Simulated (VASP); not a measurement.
# HfO2: single point with r2SCAN

Crystal: HfO2.

```xyz
6
Lattice="4.8135 0.0000 0.0000 0.0000 4.8135 0.0000 0.0000 0.0000 3.2054" Properties=species:S:1:pos:R:3 pbc="T T T"
Hf    0.0000    0.0000    0.0000
Hf    2.4068    2.4068    1.6027
O     0.9384    3.8751    1.6027
O     1.4683    1.4683    0.0000
O     3.3452    3.3452    0.0000
O     3.8751    0.9384    1.6027
```

```yaml
Program: VASP 6.6.1
Task: single point
Functional: r2SCAN
Potentials_or_basis: VASP PAW PBE potentials, release 64 (Hf_pv, O)
Cutoff: 520 eV
k_mesh: 4 × 4 × 6
Occupations: gaussian, width 0.01 eV
Spin: no spin polarisation
```

The pressure is 0.3 GPa and the largest force is 0.012 eV/Å. The band gap on the k mesh is 4.53 eV, direct.

Forces on the atoms (eV/Å):
```
Hf   0.000  0.000  0.000
Hf   0.000  0.000  0.000
O   -0.008  0.008  0.000
O    0.008  0.008  0.000
O   -0.008 -0.008  0.000
O    0.008 -0.008  0.000
```

Levels at points of the mesh, in eV from the valence-band top:
```
           k point  band 18  band 19  band 20  band 21  band 22  band 23  band 24  band 25  band 26  band 27
(0.00, 0.00, 0.00)    -1.70    -0.78    -0.52    -0.52     0.00     4.53     4.67     5.78     6.16     6.16
(0.50, 0.00, 0.00)    -2.83    -1.50    -1.50    -0.68    -0.68     5.19     5.19     6.80     6.80     7.06
(0.50, 0.50, 0.00)    -1.79    -1.19    -1.19    -0.87    -0.87     4.75     4.75     6.22     6.22     7.22
(0.00, 0.00, 0.50)    -2.14    -2.13    -2.13    -1.01    -1.01     6.16     6.16     6.67     6.67     6.68
(0.50, 0.00, 0.50)    -1.83    -1.80    -1.80    -0.97    -0.97     4.74     4.74     6.91     6.91     7.52
(0.50, 0.50, 0.50)    -2.10    -1.12    -1.12    -0.54    -0.54     5.68     5.68     6.44     6.44     7.02
```

Run time: 5.4 min on 1 thread of AMD EPYC 7R43 64-Core Processor (Zen 3), with other jobs on the host, peak memory 0.16 GiB.

Caveat: the PAW data sets were made with another functional, which shifts forces and pressure a little; spin-orbit coupling is left out, which moves the levels of the heavy elements. A k mesh can miss the band edges.
